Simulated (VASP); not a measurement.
Set up this calculation in VASP 6.6.1, as the native input.

* Task: single point
* Functional: PBE
* Potentials or basis: VASP PAW PBE potentials, release 64 (Mg, Ti_sv, N)
* Cutoff: 520 eV
* k mesh: 6 × 6 × 2
* Occupations: gaussian, width 0.2 eV
* Spin: collinear spin
* Starting moments: [0.0, 1.0, 1.0, 0.0, 0.0, 0.0] μB
* Dipole correction: no
* Further INCAR settings: ALGO = Normal; EDIFF = 1e-07; NBANDS = 34

The structure of MgTi2N3 lies in POSCAR:

```
MgTi2N3
1.0
    3.0144727406      0.0000000000      0.0000000000
   -1.5072363703      2.6106099724      0.0000000000
    0.0000000000      0.0000000000      7.4824227293
Mg Ti N
1 2 3
Direct
    0.0000000000      0.0000000000      0.5000000000
    0.3333333333      0.6666666667      0.1664330948
    0.6666666667      0.3333333333      0.8335669052
    0.3333333333      0.6666666667      0.6809437175
    0.6666666667      0.3333333333      0.3190562825
    0.0000000000      0.0000000000      0.0000000000
```

The cell was generated, and may not be a known phase.

The input as run:

INCAR

```
ALGO = Normal
EDIFF = 1E-7
ENCUT = 520
GGA = PE
ISIF = 2
ISMEAR = 0
ISPIN = 2
LASPH = T
LCHARG = T
LELF = T
LMAXMIX = 4
LORBIT = 11
LREAL = F
LVHAR = T
LWAVE = F
MAGMOM = 0 1 1 0 0 0
NBANDS = 34
NELM = 150
PREC = Accurate
SIGMA = 0.2
```

KPOINTS

```
k-points
0
Gamma
  6 6 2
```

Potentials or basis: VASP PAW PBE potentials, release 64 (Mg, Ti_sv, N).

The run is started by

```console
$ cat potpaw_PBE.64/Mg/POTCAR potpaw_PBE.64/Ti_sv/POTCAR potpaw_PBE.64/N/POTCAR > POTCAR
$ mpirun -np 1 vasp_std > vasp.out
```

It gave:

| Item | Value |
| --- | --- |
| Pressure | -0.2 GPa |
| Largest force | 0.034 eV/Å |
| Net moment | 0.00 μB per cell |
| Valence electrons inside the program's atomic spheres | Mg 0.40; Ti 10.33; N 3.74 |

Caveat: the k points lie up to 0.42 Å⁻¹ apart.

Wall time 45 s on 1 thread of Intel(R) Xeon(R) 6975P-C (Granite Rapids) (shared host), peak memory 0.22 GiB.
